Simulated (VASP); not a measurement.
# Pt (Fd-3m) in VASP: notebook

Runs on Pt. Level: BLYP. Tasks: single point, relaxation of cell and atoms.

All numbers are computed with VASP 6.6.1; they aren't measurements. Logs are shortened: lines on timing, memory, paths and dates and some standing lists are left out, and cuts for length are marked.

## Step 1: The cell of the first run

The structure is cubic, space group Fd-3m (No. 227). Conventional cell: a = 5.970 Å, b = 5.970 Å, c = 5.970 Å, α = 90.00°, β = 90.00°, γ = 90.00°. Pt (site symmetry -43m) has 4 Pt at 2.58 Å within 3.4 Å.

## Step 2: Single point, BLYP (volume scaled by 1.04)

INCAR reads:

```
SYSTEM = Pt
PREC = Accurate
ENCUT = 520
EDIFF = 1E-6
ISMEAR = -1
SIGMA = 0.1
LREAL = .FALSE.
LASPH = .TRUE.
NELM = 80
ALGO = Normal
ISIF = 2
LWAVE = .FALSE.
LCHARG = .FALSE.
GGA = B5
ALDAX = 1.0
AGGAX = 1.0
AGGAC = 1.0
ALDAC = 0.0
NBANDS = 17
```

KPOINTS reads:

```
Automatic mesh
0
G
  10 10 10
  0 0 0
```

POSCAR reads:

```
Pt
1.0
    0.0000000000      2.9847764324      2.9847764324
    2.9847764324      0.0000000000      2.9847764324
    2.9847764324      2.9847764324      0.0000000000
Pt
2
Direct
    0.1250000000      0.1250000000      0.1250000000
    0.8750000000      0.8750000000      0.8750000000
```

Potentials or basis: VASP PAW PBE potentials, release 64 (Pt).

Command:

```console
$ cat potpaw_PBE.64/Pt/POTCAR > POTCAR
$ mpirun -np 1 vasp_std > vasp.out
```

OUTCAR:

```text
SYSTEM = Pt
   PREC = Accurate
   ENCUT = 520
   EDIFF = 1E-6
   ISMEAR = -1
   LREAL = .FALSE.
   LASPH = .TRUE.
   NELM = 80
   ISIF = 2
   GGA = B5

 ion  position               nearest neighbor table
   1  0.125  0.125  0.125-   2 2.58   2 2.58   2 2.58   2 2.58
   2  0.875  0.875  0.875-   1 2.58   1 2.58   1 2.58   1 2.58

  LATTYP: Found a face centered cubic cell.
 ALAT       =     5.9695528648

  Lattice vectors:

 A1 = (   0.0000000000,   2.9847764324,   2.9847764324)
 A2 = (   2.9847764324,   0.0000000000,   2.9847764324)
 A3 = (   2.9847764324,   2.9847764324,   0.0000000000)

Analysis of symmetry for initial positions (statically):
=====================================================================
 Subroutine PRICEL returns:
 Original cell was already a primitive cell.

 Routine SETGRP: Setting up the symmetry group for a
 face centered cubic supercell.

 Subroutine GETGRP returns: Found 48 space group operations
 (whereof 12 operations were pure point group operations)
 out of a pool of 48 trial point group operations.

The static configuration has the point symmetry D_3d.
 The point group associated with its full space group is O_h .

Analysis of symmetry for dynamics (positions and initial velocities):
=====================================================================
 Subroutine PRICEL returns:
 Original cell was already a primitive cell.

 Routine SETGRP: Setting up the symmetry group for a
 face centered cubic supercell.

 Subroutine GETGRP returns: Found 48 space group operations
 (whereof 12 operations were pure point group operations)
 out of a pool of 48 trial point group operations.

The dynamic configuration has the point symmetry D_3d.
 The point group associated with its full space group is O_h .

 Subroutine INISYM returns: Found 48 space group operations
 (whereof 12 operations are pure point group operations),
 and found     1 'primitive' translations

----------------------------------------------------------------------------------------

                                     Primitive cell

  volume of cell :      53.1821

  direct lattice vectors                    reciprocal lattice vectors
     0.000000000  2.984776432  2.984776432    -0.167516734  0.167516734  0.167516734
[... 74 lines left out ...]
   NGX,Y,Z   is equivalent  to a cutoff of  12.60, 12.60, 12.60 a.u.
   NGXF,Y,Z  is equivalent  to a cutoff of  25.21, 25.21, 25.21 a.u.
 SYSTEM =  Pt
   PREC   = accura    normal or accurate (medium, high low for compatibility)
   ISTART =      0    job   : 0-new  1-cont  2-samecut
   ICHARG =      2    charge: 1-file 2-atom 10-const
   ISPIN  =      1    spin polarized calculation?
   LNONCOLLINEAR =      F non collinear calculations
   LSORBIT =      F    spin-orbit coupling
   LASPH  =      T    aspherical Exc in radial PAW
   ENCUT  =  520.0 eV  38.22 Ry    6.18 a.u.   7.85  7.85  7.85*2*pi/ulx,y,z
   NELM   =     80;   NELMIN=  2; NELMDL= -5     # of ELM steps
   EDIFF  = 0.1E-05   stopping-criterion for ELM
   LREAL  =      F    real-space projection
   EDIFFG = 0.1E-04   stopping-criterion for IOM
   NSW    =      0    number of steps for IOM
   IBRION =     -1    ionic relax: 0-MD 1-quasi-New 2-CG
   NFREE  =      0    steps in history (QN), initial steepest desc. (CG)
   ISIF   =      2    stress and relaxation
   ISYM   =      2    0-nonsym 1-usesym 2-fastsym
   POTIM  = 0.5000    time-step for ionic-motion
   TEBEG  =    0.0;   TEEND  =   0.0 temperature during run
   PSTRESS=    0.0 pullay stress
   NELECT =      20.0000    total number of electrons
   NUPDOWN=      -1.0000    fix difference up-down
   EMIN   =  10.00;   EMAX   =-10.00  energy-range for DOS
   EFERMI =   0.00;   METHOD = LEGACY
   ISMEAR =    -1;   SIGMA  =   0.10  broadening in eV -4-tet -1-fermi 0-gaus
   EFERMI_NEDOS =   21; number of points for ismear=-14 and -15
   IALGO  =     38    algorithm
   IMIX   =      4    mixing-type and parameters
     AMIX     =   0.40;   BMIX     =  1.00
     AMIX_MAG =   1.60;   BMIX_MAG =  1.00
  volume/ion in A,a.u.               =      26.59       179.45
  Fermi-wavevector in a.u.,A,eV,Ry     =   1.181670  2.233033 18.998426  1.396345
  Thomas-Fermi vector in A             =   2.317939
   LORBIT       =      0    0 simple, 1 ext, 2 COOP (PROOUT), +10 PAW based schemes
   GGA     = B5    functional components
   LHFCALC =     F    Hartree Fock is set to
   AEXX    =    0.0000 exact exchange contribution
   IVDW    =     0    specifies the selected vdW correction
   LEPSILON=     F    determine dielectric tensor
   LRPA    =     F    only Hartree local field effects (RPA)
 non-spin polarized calculation
  energy-cutoff  :      520.00
  volume of cell :       53.18
 maximum number of plane-waves:      1459
   NGX = 15   NGY = 15   NGZ = 15

 number of electron      20.0000001 magnetization

 Free energy of the ion-electron system (eV)
  ---------------------------------------------------
  ext. energy  EPLUGINS =         0.00000000
  ---------------------------------------------------
  free energy    TOTEN  =        -8.78497593 eV

  energy without entropy =       -8.60978482  energy(sigma->0) =       -8.69738037

 E-fermi :   4.3671     XC(G=0):  -9.3332

 val. band max:        4.3574703762   @ k =  -0.4000   0.3000   0.1000
 cond. band min:       4.3713686112   @ k =  -0.4000   0.2000   0.1000
 fundamental gap:      0.0138982350
 Fermi energy:         4.3670993435

 k-point     1 :       0.0000    0.0000    0.0000
  band No.  band energies     occupation
      1      -1.8476      2.00000
      2       0.5582      2.00000
      3       0.5582      2.00000
      4       0.6538      2.00000
      5       0.6538      2.00000
      6       0.6538      2.00000
[... 457 lines left out ...]
      4       0.5572      2.00000
      5       1.3033      2.00000
      6       1.4388      2.00000
[... 9 lines left out ...]
     16      14.2975      0.00000
     17      19.9220      0.00000

 [... further k-points ...]
[... 5 lines left out ...]
  --------------------------------------------------------------------------------------
  -------------------------------------------------------------------------------------
  Total       -0.9755707     -0.9755707     -0.9755707      0.0000000     -0.0000000     -0.0000000
  in kB      -29.3902931    -29.3902931    -29.3902931      0.0000000     -0.0000000     -0.0000000
  external PRESSURE =     -29.3902931 kB  Pullay stress =       0.0000000 kB

 VOLUME and BASIS-vectors are now :
 -----------------------------------------------------------------------------
  energy-cutoff  :      520.00
  volume of cell :       53.18
      direct lattice vectors                 reciprocal lattice vectors
     0.000000000  2.984776432  2.984776432    -0.167516734  0.167516734  0.167516734
     2.984776432  0.000000000  2.984776432     0.167516734 -0.167516734  0.167516734
     2.984776432  2.984776432  0.000000000     0.167516734  0.167516734 -0.167516734

 POSITION                                       TOTAL-FORCE (eV/Angst)
 -----------------------------------------------------------------------------------
      0.74619      0.74619      0.74619         0.000000     -0.000000     -0.000000
      5.22336      5.22336      5.22336        -0.000000      0.000000      0.000000
 -----------------------------------------------------------------------------------
    total drift:                               -0.000000     -0.000000     -0.000000

  FREE ENERGIE OF THE ION-ELECTRON SYSTEM (eV)
  ---------------------------------------------------
  free  energy   TOTEN  =        -8.7849759291 eV

  energy  without entropy=       -8.6097848152  energy(sigma->0) =       -8.69738037
```

stdout:

```text
POSCAR found type information on POSCAR Pt
 POSCAR found :  1 types and       2 ions
 scaLAPACK will be used
 -----------------------------------------------------------------------------
|                                                                             |
|                                                                             |
|     You enforced a specific xc type in the INCAR file but a different       |
|     I HOPE YOU KNOW WHAT YOU ARE DOING!                                     |
|                                                                             |
 -----------------------------------------------------------------------------

 LDA part: xc-table for (Slater(with rela. corr.)+VWN5), standard interpolation
 POSCAR, INCAR and KPOINTS ok, starting setup
 FFT: planning ... GRIDC
 FFT: planning ... GRID_SOFT
 FFT: planning ... GRID
 WAVECAR not read
 entering main loop
```

It took 22 s on 1 thread of Intel Xeon 6975P-C (Granite Rapids), shared host; peak memory 0.18 GiB.

What came out:

```yaml
Free_energy: -8.7850 eV
Pressure: -2.9 GPa
Band_gap_on_the_k_mesh: zero (band 10 reaches 4.51 eV, above the bottom of band 11 at 4.00 eV)
```

Caveat: the PAW data sets were made with another functional, which shifts forces and pressure a little; spin-orbit coupling is left out, which moves the levels of the heavy elements.

## Step 3: Single point, BLYP (volume scaled by 1.08)

INCAR reads:

```
PREC = Accurate
ENCUT = 520
EDIFF = 1E-6
ISMEAR = -1
SIGMA = 0.1
LREAL = False
LASPH = True
NELM = 60
ALGO = Normal
ISIF = 2
LWAVE = False
LCHARG = False
GGA = B5
ALDAX = 1.0
AGGAX = 1.0
AGGAC = 1.0
ALDAC = 0.0
NBANDS = 17
```

KPOINTS reads:

```
regular mesh
0
Gamma
  10 10 10
```

POSCAR reads:

```
Pt
1.0
    0.0000000000      3.0225624238      3.0225624238
    3.0225624238      0.0000000000      3.0225624238
    3.0225624238      3.0225624238      0.0000000000
Pt
2
Direct
    0.1250000000      0.1250000000      0.1250000000
    0.8750000000      0.8750000000      0.8750000000
```

Potentials or basis: VASP PAW PBE potentials, release 64 (Pt).

Command:

```console
$ cat potpaw_PBE.64/Pt/POTCAR > POTCAR
$ mpirun -np 1 vasp_std > vasp.out
```

It took 24 s on 1 thread of Intel Xeon 6975P-C (Granite Rapids), shared host; peak memory 0.19 GiB.

The run converged. Its results:

* Free energy: -8.7312 eV
* Pressure: -5.5 GPa
* Band gap on the k mesh: zero (band 10 reaches 4.09 eV, above the bottom of band 11 at 3.61 eV)

Levels at points of the mesh, in eV from the Fermi level:
```csv
k point,band 6,band 7,band 8,band 9,band 10,band 11,band 12,band 13,band 14,band 15
"(0.00, 0.00, 0.00)",-3.52,-1.48,-1.48,-1.48,-0.12,-0.12,9.52,10.49,10.49,10.49
"(0.50, 0.00, 0.00)",-3.31,-1.10,-1.10,-0.66,-0.35,-0.35,0.63,7.37,7.37,9.96
"(0.50, 0.50, 0.00)",-2.73,-1.96,-1.96,-0.15,-0.15,1.16,1.16,4.01,4.01,8.93
```

Caveat: the PAW data sets were made with another functional, which shifts forces and pressure a little; spin-orbit coupling is left out, which moves the levels of the heavy elements.

## Step 4: Single point, BLYP (volume scaled by 1.12)

INCAR reads:

```
  PREC = Accurate
  ENCUT = 520
  EDIFF = 1E-6
  ISMEAR = -1
  SIGMA = 0.1
  LREAL = False
  LASPH = True
  NELM = 60
  ALGO = Normal
  ISIF = 2
  LWAVE = False
  LCHARG = False
  GGA = B5
  ALDAX = 1.0
  AGGAX = 1.0
  AGGAC = 1.0
  ALDAC = 0.0
  NBANDS = 17
```

KPOINTS reads:

```
Automatic mesh
0
Gamma
  10 10 10
```

POSCAR reads:

```
Pt
1.0
    0.0000000000      3.0594265743      3.0594265743
    3.0594265743      0.0000000000      3.0594265743
    3.0594265743      3.0594265743      0.0000000000
Pt
2
Direct
    0.1250000000      0.1250000000      0.1250000000
    0.8750000000      0.8750000000      0.8750000000
```

Potentials or basis: VASP PAW PBE potentials, release 64 (Pt).

Command:

```console
$ cat potpaw_PBE.64/Pt/POTCAR > POTCAR
$ mpirun -np 1 vasp_std > vasp.out
```

OUTCAR:

```text
PREC = Accurate
   ENCUT = 520
   EDIFF = 1E-6
   ISMEAR = -1
   LREAL = False
   LASPH = True
   NELM = 60
   ISIF = 2
   GGA = B5

 ion  position               nearest neighbor table
   1  0.125  0.125  0.125-   2 2.65   2 2.65   2 2.65   2 2.65
   2  0.875  0.875  0.875-   1 2.65   1 2.65   1 2.65   1 2.65

  LATTYP: Found a face centered cubic cell.
 ALAT       =     6.1188531486

  Lattice vectors:

 A1 = (   0.0000000000,   3.0594265743,   3.0594265743)
 A2 = (   3.0594265743,   0.0000000000,   3.0594265743)
 A3 = (   3.0594265743,   3.0594265743,   0.0000000000)
[... 648 lines left out ...]
      4       0.1532      2.00000
      5       0.8668      2.00000
      6       0.9728      2.00000
[... 9 lines left out ...]
     16      13.1677      0.00000
     17      18.5568      0.00000

 [... further k-points ...]
[... 5 lines left out ...]
  --------------------------------------------------------------------------------------
  -------------------------------------------------------------------------------------
  Total       -2.6604162     -2.6604162     -2.6604162     -0.0000000      0.0000000      0.0000000
  in kB      -74.4234948    -74.4234948    -74.4234948     -0.0000000      0.0000000      0.0000000
  external PRESSURE =     -74.4234948 kB  Pullay stress =       0.0000000 kB

 VOLUME and BASIS-vectors are now :
 -----------------------------------------------------------------------------
  energy-cutoff  :      520.00
  volume of cell :       57.27
      direct lattice vectors                 reciprocal lattice vectors
     0.000000000  3.059426574  3.059426574    -0.163429318  0.163429318  0.163429318
     3.059426574  0.000000000  3.059426574     0.163429318 -0.163429318  0.163429318
     3.059426574  3.059426574  0.000000000     0.163429318  0.163429318 -0.163429318

 POSITION                                       TOTAL-FORCE (eV/Angst)
 -----------------------------------------------------------------------------------
      0.76486      0.76486      0.76486         0.000000      0.000000     -0.000000
      5.35400      5.35400      5.35400        -0.000000     -0.000000      0.000000
 -----------------------------------------------------------------------------------
    total drift:                                0.000000      0.000000     -0.000000

  FREE ENERGIE OF THE ION-ELECTRON SYSTEM (eV)
  ---------------------------------------------------
  free  energy   TOTEN  =        -8.6488325039 eV

  energy  without entropy=       -8.4606519718  energy(sigma->0) =       -8.55474224
```

OSZICAR:

```text
N       E                     dE             d eps       ncg     rms          rms(c)
DAV:   1     0.908322573760E+02    0.90832E+02   -0.94448E+03  1598   0.105E+03
DAV:   2    -0.731555173949E+01   -0.98148E+02   -0.91641E+02  1788   0.204E+02
DAV:   3    -0.936772864529E+01   -0.20522E+01   -0.20162E+01  1917   0.293E+01
DAV:   4    -0.938400441452E+01   -0.16276E-01   -0.16273E-01  1819   0.273E+00
DAV:   5    -0.938431433446E+01   -0.30992E-03   -0.30992E-03  1909   0.403E-01    0.851E+00
DAV:   6    -0.866905584740E+01    0.71526E+00   -0.26130E+00  1710   0.111E+01    0.472E+00
DAV:   7    -0.865534557904E+01    0.13710E-01   -0.19727E-02  1672   0.973E-01    0.265E+00
DAV:   8    -0.864874910760E+01    0.65965E-02   -0.58591E-03  1815   0.509E-01    0.826E-02
DAV:   9    -0.864882160533E+01   -0.72498E-04   -0.15768E-04  1938   0.779E-02    0.319E-02
DAV:  10    -0.864883285266E+01   -0.11247E-04   -0.14997E-05  1711   0.283E-02    0.865E-03
DAV:  11    -0.864883250390E+01    0.34876E-06   -0.22512E-07  1526   0.323E-03
   1 F= -.86488325E+01 E0= -.85547422E+01  d E =-.188181E+00
```

stdout:

```text
POSCAR found type information on POSCAR Pt
 POSCAR found :  1 types and       2 ions
 scaLAPACK will be used
 -----------------------------------------------------------------------------
|                                                                             |
|                                                                             |
|     You enforced a specific xc type in the INCAR file but a different       |
|     I HOPE YOU KNOW WHAT YOU ARE DOING!                                     |
|                                                                             |
 -----------------------------------------------------------------------------

 LDA part: xc-table for (Slater(with rela. corr.)+VWN5), standard interpolation
 POSCAR, INCAR and KPOINTS ok, starting setup
 FFT: planning ... GRIDC
 FFT: planning ... GRID_SOFT
 FFT: planning ... GRID
 WAVECAR not read
 entering main loop
```

It took 22 s on 1 thread of Intel Xeon 6975P-C (Granite Rapids), shared host; peak memory 0.19 GiB.

What came out:

```yaml
Free_energy: -8.6488 eV
Pressure: -7.4 GPa
Band_gap_on_the_k_mesh: zero (band 10 reaches 3.70 eV, above the bottom of band 11 at 3.24 eV)
```

Levels at points of the mesh, in eV from the Fermi level:
```tsv
k point	band 8	band 9	band 10	band 11	band 12	band 13
(0.00, 0.00, 0.00)	-1.40	-1.40	-0.12	-0.12	9.24	10.21
(0.50, 0.00, 0.00)	-1.05	-0.53	-0.34	-0.34	0.60	7.22
(0.50, 0.50, 0.00)	-1.86	-0.14	-0.14	1.13	1.13	4.01
```

Caveat: the PAW data sets were made with another functional, which shifts forces and pressure a little; spin-orbit coupling is left out, which moves the levels of the heavy elements.

(Continued in part 2 of 2.)
